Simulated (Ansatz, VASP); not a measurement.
# One calculation of SnO, two programs

```xyz
4
Lattice="3.7662 0.0000 0.0000 0.0000 3.7662 0.0000 0.0000 0.0000 4.6536" Properties=species:S:1:pos:R:3 pbc="T T T"
Sn    1.8831    0.0000    1.1451
Sn    0.0000    1.8831    3.5084
O     0.0000    0.0000    0.0000
O     1.8831    1.8831    0.0000
```

Alike in both runs: functional LDA; k mesh 8 × 8 × 6; occupations fermi-dirac, width 0.08 eV; no spin polarisation.

Ansatz relaxed the structure, and its values are those at the end. VASP's run is a single point on that final structure, the one shown.

|  | VASP | Ansatz |
| --- | --- | --- |
| version | VASP 6.6.1 | Ansatz 0.2.0 |
| potentials or method | VASP PAW LDA potentials, release 64 (Sn_d, O) | PAW with Ansatz's default frozen-core files, scalar-relativistic |
| plane-wave cutoff (eV) | 520 | 420 |
| valence electrons in the cell | 40 | 40 |

VASP gave:

| Property | Result |
| --- | --- |
| pressure (GPa) | 0.3 |
| rms of the force components (eV/Å) | 0.047 |

Q: Which values does Ansatz return?

A: Pressure (GPa): 0.0; rms of the force components (eV/Å): 0.000.

LDA's correlation is that of Perdew and Zunger in VASP and of Perdew and Wang (1992) in Ansatz.
